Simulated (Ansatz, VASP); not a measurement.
## Two plane-wave programs on Mg

```
Mg
1.0
    -1.79275    1.79275    1.50030
     1.79275   -1.79275    1.50030
     1.79275    1.79275   -1.50030
Mg
1
Cartesian
  0.0000 0.0000 0.0000
```

Alike in both runs: task single point; functional PBE; k mesh 18 × 18 × 18; occupations gaussian, width 0.15 eV; no spin polarisation.

|  | VASP | Ansatz |
| --- | --- | --- |
| version | VASP 6.6.1 | Ansatz 0.2.0 |
| potentials or method | VASP PAW PBE potentials, release 64 (Mg), cutoff 520 eV | scalar-relativistic, plane waves, PAW |
| valence electrons in the cell | 2 | 10 |

VASP gave:

```
gap on the k mesh at the Fermi level (eV)                     : none
pressure (GPa)                                                : 9.2
traceless stress, the component that is largest in VASP (GPa) : 3.53
```

**Question.** What did Ansatz give for the same quantities?

**Answer.** gap on the k mesh at the Fermi level (eV): none; pressure (GPa): 9.3; traceless stress, the component that is largest in VASP (GPa): 3.51.

A gap of «none» marks a metal or a gap that the smearing closes. With one functional, cell and mesh, what is left measures potentials, basis and numerics. VASP's potentials hold 2 valence electrons a cell and Ansatz's 10, so a difference there can come from the potentials and not from the codes.
